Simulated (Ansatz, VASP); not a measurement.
# MgO in VASP and in Ansatz

```xyz
2
Lattice="0.0000 2.1042 2.1042 2.1042 0.0000 2.1042 2.1042 2.1042 0.0000" Properties=species:S:1:pos:R:3 pbc="T T T"
Mg    0.0000    0.0000    0.0000
O     2.1042    2.1042    2.1042
```

Alike in both runs: functional PBE; dispersion D3(BJ); k mesh 10 × 10 × 10; occupations gaussian, width 0.02 eV; no spin polarisation.

Ansatz relaxed the structure, and its values are those at the end. VASP's run is a single point on that final structure, the one shown.

|  | VASP | Ansatz |
| --- | --- | --- |
| version | VASP 6.6.1 | Ansatz 0.2.0 |
| potentials or method | VASP PAW PBE potentials, release 64 (Mg, O), cutoff 520 eV | scalar-relativistic, plane waves, PAW |
| valence electrons in the cell | 8 | 16 |

|  | VASP | Ansatz | Ansatz less VASP |
| --- | --- | --- | --- |
| gap on the k mesh at the Fermi level (eV) | 4.75 | 4.77 | +0.020 |
| least direct gap on the mesh (eV) | 4.75 | 4.77 | +0.020 |
| pressure (GPa) | -0.8 | 0.0 | +0.81 |

VASP's potentials hold 8 valence electrons a cell and Ansatz's 16, so a difference there can come from the potentials and not from the codes.
